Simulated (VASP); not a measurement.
# Ni (P6_3/mmc) in VASP: notebook

Ni is run at these levels: LDA; tasks: single point.

Program: VASP 6.6.1. These are calculated values, not measurements. Logs are shortened: lines on timing, memory, paths and dates and some standing lists are left out, and cuts for length are marked.

## (1) The cell of the first run

The structure is hexagonal, space group P6_3/mmc (No. 194). The conventional cell has a = 2.398 Å, b = 2.398 Å, c = 3.990 Å, α = 90.00°, β = 90.00°, γ = 120.00°. Ni (site symmetry -6m2) has 12 Ni at 2.40 to 2.43 Å within 3.2 Å.

This isn't the form of Ni at room conditions, which is fcc.

## (2) Single point, LDA, collinear spin, ferromagnetic start (9.93 Å³/atom)

Contents of INCAR:

```
PREC = Accurate
ENCUT = 520
EDIFF = 1E-7
ISMEAR = -1
SIGMA = 0.05
LREAL = False
LASPH = True
NELM = 150
ALGO = Normal
ISIF = 2
LWAVE = False
LCHARG = True
ISPIN = 2
MAGMOM = 1 1
LORBIT = 11
LMAXMIX = 4
GGA = CA
LELF = True
LVHAR = True
NBANDS = 21
```

Contents of KPOINTS:

```
regular mesh
0
Gamma
  12 12 7
```

Contents of POSCAR:

```
Ni
1.0
    2.3980492245      0.0000000000      0.0000000000
   -1.1990246123      2.0767715480      0.0000000000
    0.0000000000      0.0000000000      3.9896657190
Ni
2
Direct
    0.6666666667      0.3333333333      0.7500000000
    0.3333333333      0.6666666667      0.2500000000
```

Potentials or basis: VASP PAW LDA potentials, release 64 (Ni).

Started as:

```sh
> cat potpaw_LDA.64/Ni/POTCAR > POTCAR
> mpirun -np 1 vasp_std > vasp.out
```

OUTCAR:

```text
PREC = Accurate
   ENCUT = 520
   EDIFF = 1E-7
   ISMEAR = -1
   LREAL = False
   LASPH = True
   NELM = 150
   ISIF = 2
   ISPIN = 2
   LORBIT = 11
   GGA = CA

 ion  position               nearest neighbor table
   1  0.667  0.333  0.750-   2 2.43   2 2.43   2 2.43   2 2.43   2 2.43   2 2.43
   2  0.333  0.667  0.250-   1 2.43   1 2.43   1 2.43   1 2.43   1 2.43   1 2.43

  LATTYP: Found a hexagonal cell.
 ALAT       =     2.3980492245
 C/A-ratio  =     1.6637130207

  Lattice vectors:

 A1 = (   2.3980492245,   0.0000000000,   0.0000000000)
 A2 = (  -1.1990246123,   2.0767715480,   0.0000000000)
 A3 = (   0.0000000000,   0.0000000000,   3.9896657190)

Analysis of symmetry for initial positions (statically):
=====================================================================
 Subroutine PRICEL returns:
 Original cell was already a primitive cell.

 Routine SETGRP: Setting up the symmetry group for a
 hexagonal supercell.

 Subroutine GETGRP returns: Found 24 space group operations
 (whereof 12 operations were pure point group operations)
 out of a pool of 24 trial point group operations.

The static configuration has the point symmetry D_3d.
 The point group associated with its full space group is D_6h.

Analysis of symmetry for dynamics (positions and initial velocities):
=====================================================================
 Subroutine PRICEL returns:
 Original cell was already a primitive cell.

 Routine SETGRP: Setting up the symmetry group for a
 hexagonal supercell.

 Subroutine GETGRP returns: Found 24 space group operations
 (whereof 12 operations were pure point group operations)
 out of a pool of 24 trial point group operations.

The dynamic configuration has the point symmetry D_3d.
 The point group associated with its full space group is D_6h.

Analysis of structural, dynamic, and magnetic symmetry:
=====================================================================
 Subroutine PRICEL returns:
 Original cell was already a primitive cell.

 Routine SETGRP: Setting up the symmetry group for a
 hexagonal supercell.

 Subroutine GETGRP returns: Found 24 space group operations
 (whereof 12 operations were pure point group operations)
 out of a pool of 24 trial point group operations.

The overall configuration has the point symmetry D_3d.
 The point group associated with its full space group is D_6h.

 Subroutine INISYM returns: Found 24 space group operations
 (whereof 12 operations are pure point group operations),
 and found     1 'primitive' translations

----------------------------------------------------------------------------------------

                                     Primitive cell

  volume of cell :      19.8693

  direct lattice vectors                    reciprocal lattice vectors
     2.398049224  0.000000000  0.000000000     0.417005618  0.240758306  0.000000000
    -1.199024612  2.076771548  0.000000000     0.000000000  0.481516612  0.000000000
     0.000000000  0.000000000  3.989665719     0.000000000  0.000000000  0.250647566

  length of vectors
     2.398049224  2.398049225  3.989665719     0.481516612  0.481516612  0.250647566

  position of ions in fractional coordinates (direct lattice)
     0.666666667  0.333333333  0.750000000
     0.333333333  0.666666667  0.250000000

  ion indices of the primitive-cell ions
   primitive index   ion index
                 1           1
                 2           2

----------------------------------------------------------------------------------------

 KPOINTS: regular mesh

Automatic generation of k-mesh.
 Grid dimensions read from file:
 generate k-points for:   12   12    7

 Generating k-lattice:

  Cartesian coordinates                     Fractional coordinates (reciprocal lattice)
     0.034750468  0.020063192  0.000000000     0.083333333  0.000000000  0.000000000
     0.000000000  0.040126384  0.000000000     0.000000000  0.083333333  0.000000000
     0.000000000  0.000000000  0.035806795     0.000000000  0.000000000  0.142857143

  Length of vectors
     0.040126384  0.040126384  0.035806795

  Shift w.r.t. Gamma in fractional coordinates (k-lattice)
     0.000000000  0.000000000  0.000000000

 Subroutine IBZKPT returns following result:
 ===========================================

 Found     76 irreducible k-points:

 Following reciprocal coordinates:
            Coordinates               Weight
  0.000000  0.000000  0.000000      1.000000
  0.083333  0.000000  0.000000      6.000000
  0.166667  0.000000  0.000000      6.000000
  0.250000  0.000000  0.000000      6.000000
  0.333333  0.000000  0.000000      6.000000
  0.416667  0.000000  0.000000      6.000000
[... 16 lines left out ...]
  0.250000  0.000000  0.142857     12.000000
  0.333333  0.000000  0.142857     12.000000
 [... further k-points ...]
   k-points           NKPTS =     76   k-points in BZ     NKDIM =     76   number of bands    NBANDS=     21
   number of dos      NEDOS =    301   number of ions     NIONS =      2
   total plane-waves  NPLWV =   9720
   dimension x,y,z NGX =    18 NGY =   18 NGZ =   30
   dimension x,y,z NGXF=    36 NGYF=   36 NGZF=   60
   ions per type =               2
   NGX,Y,Z   is equivalent  to a cutoff of  12.48, 12.48, 12.50 a.u.
   NGXF,Y,Z  is equivalent  to a cutoff of  24.96, 24.96, 25.00 a.u.
 SYSTEM =  unknown system
   PREC   = accura    normal or accurate (medium, high low for compatibility)
   ISTART =      0    job   : 0-new  1-cont  2-samecut
   ICHARG =      2    charge: 1-file 2-atom 10-const
   ISPIN  =      2    spin polarized calculation?
   LNONCOLLINEAR =      F non collinear calculations
   LSORBIT =      F    spin-orbit coupling
   LASPH  =      T    aspherical Exc in radial PAW
   ENCUT  =  520.0 eV  38.22 Ry    6.18 a.u.   4.46  4.46  7.42*2*pi/ulx,y,z
   NELM   =    150;   NELMIN=  2; NELMDL= -5     # of ELM steps
   EDIFF  = 0.1E-06   stopping-criterion for ELM
   LREAL  =      F    real-space projection
   EDIFFG = 0.1E-05   stopping-criterion for IOM
   NSW    =      0    number of steps for IOM
   IBRION =     -1    ionic relax: 0-MD 1-quasi-New 2-CG
   NFREE  =      0    steps in history (QN), initial steepest desc. (CG)
   ISIF   =      2    stress and relaxation
   ISYM   =      2    0-nonsym 1-usesym 2-fastsym
   POTIM  = 0.5000    time-step for ionic-motion
   TEBEG  =    0.0;   TEEND  =   0.0 temperature during run
   PSTRESS=    0.0 pullay stress
   NELECT =      20.0000    total number of electrons
   NUPDOWN=      -1.0000    fix difference up-down
   EMIN   =  10.00;   EMAX   =-10.00  energy-range for DOS
   EFERMI =   0.00;   METHOD = LEGACY
   ISMEAR =    -1;   SIGMA  =   0.05  broadening in eV -4-tet -1-fermi 0-gaus
   EFERMI_NEDOS =   21; number of points for ismear=-14 and -15
   IALGO  =     38    algorithm
   IMIX   =      4    mixing-type and parameters
     AMIX     =   0.40;   BMIX     =  1.00
     AMIX_MAG =   1.60;   BMIX_MAG =  1.00
  volume/ion in A,a.u.               =       9.93        67.04
  Fermi-wavevector in a.u.,A,eV,Ry     =   1.640679  3.100434 36.624555  2.691829
  Thomas-Fermi vector in A             =   2.731277
   LORBIT       =     11    0 simple, 1 ext, 2 COOP (PROOUT), +10 PAW based schemes
   GGA     = CA    functional components
   LHFCALC =     F    Hartree Fock is set to
   AEXX    =    0.0000 exact exchange contribution
   IVDW    =     0    specifies the selected vdW correction
   LEPSILON=     F    determine dielectric tensor
   LRPA    =     F    only Hartree local field effects (RPA)
 spin polarized calculation
  energy-cutoff  :      520.00
  volume of cell :       19.87
 maximum number of plane-waves:       553
 NGX is ok and might be reduce to    18
   NGX =  9   NGY =  9   NGZ = 15

 number of electron      19.9999985 magnetization       1.0907646

 Free energy of the ion-electron system (eV)
  ---------------------------------------------------
  ext. energy  EPLUGINS =         0.00000000
  ---------------------------------------------------
  free energy    TOTEN  =       -13.11578651 eV

  energy without entropy =      -13.08094510  energy(sigma->0) =      -13.09836581

 E-fermi :  10.4020     XC(G=0): -14.1578

 val. band max:       10.4016251200   @ k =   0.3333   0.1667   0.4286
 cond. band min:      10.4039457075   @ k =   0.3333   0.0833   0.2857
 fundamental gap:      0.0023205876
 Fermi energy:        10.4020427546

 spin component 1

 k-point     1 :       0.0000    0.0000    0.0000
  band No.  band energies     occupation
      1       0.7562      1.00000
      2       5.0749      1.00000
      3       7.7515      1.00000
      4       7.9195      1.00000
      5       7.9195      1.00000
      6       8.2150      1.00000
[... 13 lines left out ...]
     20      38.2230      0.00000
     21      42.2886      0.00000
[... 529 lines left out ...]
 k-point    24 :       0.3333    0.0000    0.1429
  band No.  band energies     occupation
      1       4.3330      1.00000
      2       5.9614      1.00000
      3       6.3453      1.00000
      4       7.1808      1.00000
      5       7.8854      1.00000
      6       8.1676      1.00000
[... 13 lines left out ...]
     20      36.5113      0.00000
     21      39.7004      0.00000

 [... further k-points ...]

 spin component 2

 k-point     1 :       0.0000    0.0000    0.0000
  band No.  band energies     occupation
      1       0.7993      1.00000
      2       5.4018      1.00000
      3       8.2893      1.00000
      4       8.4473      1.00000
      5       8.4473      1.00000
      6       8.7573      1.00000
[... 13 lines left out ...]
     20      38.3509      0.00000
     21      42.4287      0.00000
[... 529 lines left out ...]
 k-point    24 :       0.3333    0.0000    0.1429
  band No.  band energies     occupation
      1       4.4526      1.00000
      2       6.3561      1.00000
      3       6.7232      1.00000
      4       7.6116      1.00000
      5       8.3728      1.00000
      6       8.6800      1.00000
[... 13 lines left out ...]
     20      36.6374      0.00000
     21      39.8016      0.00000

 [... further k-points ...]

------------------------ aborting loop because EDIFF is reached ----------------------------------------

  FORCE on cell =-STRESS in cart. coord.  units (eV):
  Direction    XX          YY          ZZ          XY          YZ          ZX
  --------------------------------------------------------------------------------------
  -------------------------------------------------------------------------------------
  Total        0.5281445      0.5281445      0.0710199     -0.0000000      0.0000000      0.0000000
  in kB       42.5872938     42.5872938      5.7267420     -0.0000000      0.0000000      0.0000000
  external PRESSURE =      30.3004432 kB  Pullay stress =       0.0000000 kB

 VOLUME and BASIS-vectors are now :
 -----------------------------------------------------------------------------
  energy-cutoff  :      520.00
  volume of cell :       19.87
      direct lattice vectors                 reciprocal lattice vectors
     2.398049224  0.000000000  0.000000000     0.417005618  0.240758306  0.000000000
    -1.199024612  2.076771548  0.000000000     0.000000000  0.481516612  0.000000000
     0.000000000  0.000000000  3.989665719     0.000000000  0.000000000  0.250647566

 POSITION                                       TOTAL-FORCE (eV/Angst)
 -----------------------------------------------------------------------------------
      1.19902      0.69226      2.99225        -0.000000      0.000000      0.000000
     -0.00000      1.38451      0.99742         0.000000     -0.000000      0.000000
 -----------------------------------------------------------------------------------
    total drift:                               -0.000000      0.000000     -0.000000

  FREE ENERGIE OF THE ION-ELECTRON SYSTEM (eV)
  ---------------------------------------------------
  free  energy   TOTEN  =       -13.1157865135 eV

  energy  without entropy=      -13.0809451041  energy(sigma->0) =      -13.09836581

 total charge

# of ion       s       p       d       tot
------------------------------------------
    1        0.538   0.581   8.379   9.498
    2        0.538   0.581   8.379   9.498
--------------------------------------------------
tot          1.076   1.162  16.758  18.995

 magnetization (x)

# of ion       s       p       d       tot
------------------------------------------
    1       -0.004  -0.018   0.568   0.545
    2       -0.004  -0.018   0.568   0.545
--------------------------------------------------
tot         -0.009  -0.037   1.135   1.090
```

Run time: 60 s. Hardware: 1 thread of Intel Xeon 8259CL, shared host; peak memory 0.16 GiB.

What came out:

```yaml
Free_energy: -13.1158 eV
Pressure: 3.0 GPa
Net_moment: 1.09 μB per cell
Site_moments: Ni +0.55 μB
Valence_electrons_inside_the_program's_atomic_spheres: Ni 9.50
```

Caveat: the cell stands under pressure.

## (3) Single point, LDA, collinear spin, ferromagnetic start (10.15 Å³/atom)

This run uses another cell than the first one, of 10.15 Å³/atom.

Contents of INCAR:

```
SYSTEM = Ni
ALGO     = Fast           ! electronic algorithm
EDIFF    = 1E-6           ! SCF threshold, eV
ENCUT    = 520            ! plane-wave cutoff, eV
GGA      = CA             ! functional
ISIF     = 2              ! what is computed and relaxed
ISMEAR   = -1             ! smearing method
ISPIN    = 2              ! spin polarisation
LASPH    = .True.         ! aspherical terms in the spheres
LCHARG   = .False.        ! write CHGCAR
LMAXMIX  = 4              ! l up to which the mixer works
LORBIT   = 11             ! projections on sites
LREAL    = .False.        ! projectors in reciprocal space
LWAVE    = .False.        ! write WAVECAR
MAGMOM   = 1 1            ! initial moments
NBANDS   = 21             ! bands
NELM     = 150            ! most SCF steps
PREC     = Accurate       ! precision mode
SIGMA    = 0.05           ! smearing width, eV
```

Contents of KPOINTS:

```
k-points
0
Gamma
  12 12 7
  0 0 0
```

Contents of POSCAR:

```
Ni
1.0
    2.4149374515      0.0000000000      0.0000000000
   -1.2074687258      2.0913971816      0.0000000000
    0.0000000000      0.0000000000      4.0177628822
Ni
2
Direct
    0.6666666667      0.3333333333      0.7500000000
    0.3333333333      0.6666666667      0.2500000000
```

Potentials or basis: VASP PAW LDA potentials, release 64 (Ni).

Started as:

```sh
> cat potpaw_LDA.64/Ni/POTCAR > POTCAR
> mpirun -np 1 vasp_std > vasp.out
```

Wall time 55 s (1 thread of Intel Xeon 8259CL, shared host); peak memory 0.16 GiB.

The run converged. Its results:

| Item | Value |
| --- | --- |
| Free energy | -13.1167 eV |
| Pressure | -2.2 GPa |
| Net moment | 1.12 μB per cell |
| Site moments | Ni +0.56 μB |
| Valence electrons inside the program's atomic spheres | Ni 9.45 |

Stress tensor (GPa, compression positive):
```
-1.01  0.00  0.00
 0.00 -1.01  0.00
 0.00  0.00 -4.52
```

Levels at points of the mesh, in eV from the Fermi level:
Spin up:
| k point | band 9 | band 10 | band 11 | band 12 | band 13 | band 14 |
| --- | --- | --- | --- | --- | --- | --- |
| (0.00, 0.00, 0.00) | -1.60 | -0.60 | -0.60 | -0.60 | 5.96 | 23.50 |
| (0.50, 0.00, 0.00) | -0.42 | -0.32 | 1.38 | 3.41 | 9.71 | 10.31 |
Spin down:
```tsv
k point	band 8	band 9	band 10	band 11	band 12	band 13
(0.00, 0.00, 0.00)	-1.05	-1.05	-0.56	-0.02	-0.02	6.32
(0.50, 0.00, 0.00)	0.16	0.17	0.29	1.79	3.74	9.87
```

## (4) Single point, LDA, collinear spin, ferromagnetic start (10.36 Å³/atom)

This run uses another cell than the first one, of 10.36 Å³/atom.

Contents of INCAR:

```
SYSTEM = Ni
ALGO = Fast ; EDIFF = 1E-6
ENCUT = 520 ; ISIF = 2
ISMEAR = -1 ; ISPIN = 2
LASPH = .True. ; LCHARG = .False.
LMAXMIX = 4 ; LORBIT = 11
LREAL = .False. ; LWAVE = .False.
MAGMOM = 1 1 ; NBANDS = 21
NELM = 150 ; PREC = Accurate
SIGMA = 0.05
```

KPOINTS is that of step 3.

Contents of POSCAR:

```
Ni
1.0
    2.4315927189      0.0000000000      0.0000000000
   -1.2157963594      2.1058210663      0.0000000000
    0.0000000000      0.0000000000      4.0454724674
Ni
2
Direct
    0.6666666667      0.3333333333      0.7500000000
    0.3333333333      0.6666666667      0.2500000000
```

Started as:

```sh
> cat potpaw_LDA.64/Ni/POTCAR > POTCAR
> mpirun -np 1 vasp_std > vasp.out
```

Wall time 57 s (1 thread of Intel Xeon 8259CL, shared host); peak memory 0.16 GiB.

Results (log left out):

| Item | Value |
| --- | --- |
| Free energy | -13.1047 eV |
| Pressure | -6.8 GPa |
| Net moment | 1.14 μB per cell |
| Site moments | Ni +0.57 μB |
| Valence electrons inside the program's atomic spheres | Ni 9.41 |

Stress tensor (GPa, compression positive):
```
-5.72  0.00  0.00
 0.00 -5.72  0.00
 0.00  0.00 -9.09
```

Levels at points of the mesh, in eV from the Fermi level:
Spin up:
| k point | band 8 | band 9 | band 10 | band 11 | band 12 | band 13 | band 14 | band 15 |
| --- | --- | --- | --- | --- | --- | --- | --- | --- |
| (0.00, 0.00, 0.00) | -1.58 | -1.58 | -0.61 | -0.61 | -0.55 | 5.80 | 23.33 | 25.56 |
| (0.50, 0.00, 0.00) | -0.46 | -0.43 | -0.34 | 1.34 | 3.32 | 9.57 | 10.13 | 12.81 |
Spin down:
```
           k point  band 8  band 9  band 10  band 11  band 12  band 13
(0.00, 0.00, 0.00)   -1.02   -1.02    -0.52    -0.01    -0.01     6.17
(0.50, 0.00, 0.00)    0.16    0.17     0.29     1.75     3.66     9.73
```

Caveat: the cell stands under tension.

## (5) The runs side by side

| cell | gap on the mesh (eV) | pressure (GPa) | moment (μB) |
| --- | --- | --- | --- |
| a = 2.398, b = 2.398, c = 3.990 Å, angles 90.0, 90.0, 120.0°, 2 atoms | none | 3.0 | 1.09 |
| a = 2.415, b = 2.415, c = 4.018 Å, angles 90.0, 90.0, 120.0°, 2 atoms | none | -2.2 | 1.12 |
| a = 2.432, b = 2.432, c = 4.045 Å, angles 90.0, 90.0, 120.0°, 2 atoms | none | -6.8 | 1.14 |

Alike in all rows: task single point; level LDA; potentials or basis VASP PAW LDA potentials, release 64 (Ni); spin collinear, ferromagnetic start; k mesh 12 × 12 × 7; cutoff (eV) 520; smearing fermi-dirac 0.05 eV.

Caveats: the cell stands under pressure (at least some runs); the cell stands under tension (at least some runs).

Total energies depend on the potentials used, so only differences within one code and one set of settings carry meaning.
